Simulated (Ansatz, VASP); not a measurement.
## One calculation of Bi, two programs

```
Bi
1.0
     2.27300    1.31232    3.87492
    -2.27300    1.31232    3.87492
     0.00000   -2.62463    3.87492
Bi
2
Direct
  0.23389 0.23389 0.23389
  0.76611 0.76611 0.76611
```

Change from the starting cell: zz strain of -2 %, crystal datasets.

Alike in both runs: task electric field gradients; functional LDA; k mesh 11 × 11 × 11; occupations fermi-dirac, width 0.03 eV; no spin polarisation.

|  | VASP | Ansatz |
| --- | --- | --- |
| version | VASP 6.6.1 | Ansatz 0.2.0 |
| potentials or method | VASP PAW LDA potentials, release 64 (Bi_d), cutoff 400 eV | all-electron PAW with datasets made for the crystal, scalar-relativistic |

|  | VASP | Ansatz | Ansatz less VASP |
| --- | --- | --- | --- |
| pressure (GPa) | -1.0 | -1.0 | -0.02 |
| traceless stress, the component that is largest in VASP (GPa) | 0.39 | 0.42 | +0.028 |
| rms of the force components (eV/Å) | 0.105 | 0.092 | -0.0124 |
| size of Vzz on the site where it differs most (V/Å²) | 45.5 | 46.9 | +1.34 |

LDA's correlation is that of Perdew and Zunger in VASP and of Perdew and Wang (1992) in Ansatz. Atom by atom the forces differ by 0.012 eV/Å (rms over components). Ansatz ran all-electron here, and VASP with PAW potentials.

Spin-orbit coupling is off throughout.
